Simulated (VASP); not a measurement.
Write the native input for VASP 6.6.1 that does the following.

| Property | Result |
| --- | --- |
| Task | single point |
| Functional | r2SCAN |
| Potentials or basis | VASP PAW PBE potentials, release 64 (K_sv, F, Rh_pv, Zn) |
| Cutoff | 520 eV |
| k mesh | 6 × 6 × 6 |
| Occupations | fermi-dirac, width 0.0209 eV |
| Spin | no spin polarisation |
| Dipole correction | no |
| Further INCAR settings | ALGO = Normal; EDIFF = 1e-06; NBANDS = 56 |

Crystal: KZn2RhF6.

```
CELL_PARAMETERS angstrom
0.00000 3.95940 3.95940
3.95940 0.00000 3.95940
3.95940 3.95940 0.00000
ATOMIC_POSITIONS crystal
K 0.50000 0.50000 0.50000
F 0.77600 0.22400 0.22400
F 0.22400 0.77600 0.22400
F 0.22400 0.77600 0.77600
F 0.77600 0.22400 0.77600
F 0.22400 0.22400 0.77600
F 0.77600 0.77600 0.22400
Rh 0.00000 0.00000 0.00000
Zn 0.25000 0.25000 0.25000
Zn 0.75000 0.75000 0.75000
```

These files were run (other wordings do the same):

POSCAR

```
KZn2RhF6
1.0
    0.0000000000      3.9594040000      3.9594040000
    3.9594040000      0.0000000000      3.9594040000
    3.9594040000      3.9594040000      0.0000000000
K F Rh Zn
1 6 1 2
Direct
    0.5000000000      0.5000000000      0.5000000000
    0.7760000000      0.2240000000      0.2240000000
    0.2240000000      0.7760000000      0.2240000000
    0.2240000000      0.7760000000      0.7760000000
    0.7760000000      0.2240000000      0.7760000000
    0.2240000000      0.2240000000      0.7760000000
    0.7760000000      0.7760000000      0.2240000000
    0.0000000000      0.0000000000      0.0000000000
    0.2500000000      0.2500000000      0.2500000000
    0.7500000000      0.7500000000      0.7500000000
```

INCAR.step1

```
ALGO = Normal
EDIFF = 1E-4
ENCUT = 520
GGA = PE
ISMEAR = -1
LASPH = True
LCHARG = False
LREAL = False
LWAVE = True
NBANDS = 56
NELM = 60
PREC = Accurate
SIGMA = 0.0209
```

INCAR.step2

```
ALGO = Normal
EDIFF = 1E-6
ENCUT = 520
ISIF = 2
ISMEAR = -1
ISTART = 1
LASPH = True
LCHARG = False
LMIXTAU = True
LREAL = False
LWAVE = False
METAGGA = R2SCAN
NBANDS = 56
NELM = 60
PREC = Accurate
SIGMA = 0.0209
```

KPOINTS

```
k-points
0
Gamma
  6 6 6
```

Potentials or basis: VASP PAW PBE potentials, release 64 (K_sv, F, Rh_pv, Zn).

Run with:

```sh
$ cat potpaw_PBE.64/K_sv/POTCAR potpaw_PBE.64/F/POTCAR potpaw_PBE.64/Rh_pv/POTCAR potpaw_PBE.64/Zn/POTCAR > POTCAR
$ cp INCAR.step1 INCAR
$ mpirun -np 1 vasp_std > vasp.out
$ cp INCAR.step2 INCAR
$ mpirun -np 1 vasp_std > vasp.out
```

It gave:

- Pressure: 39.3 GPa
- Largest force: 3.578 eV/Å
- Band gap on the k mesh: zero (bands 45 and 46 overlap by 0.68 eV)

Caveat: the cell stands under pressure; the PAW data sets were made with another functional, which shifts forces and pressure a little.

It took 6.7 min on 1 thread of AMD EPYC 7R13 Processor (Zen 3), on a shared host, peak memory 0.32 GiB.
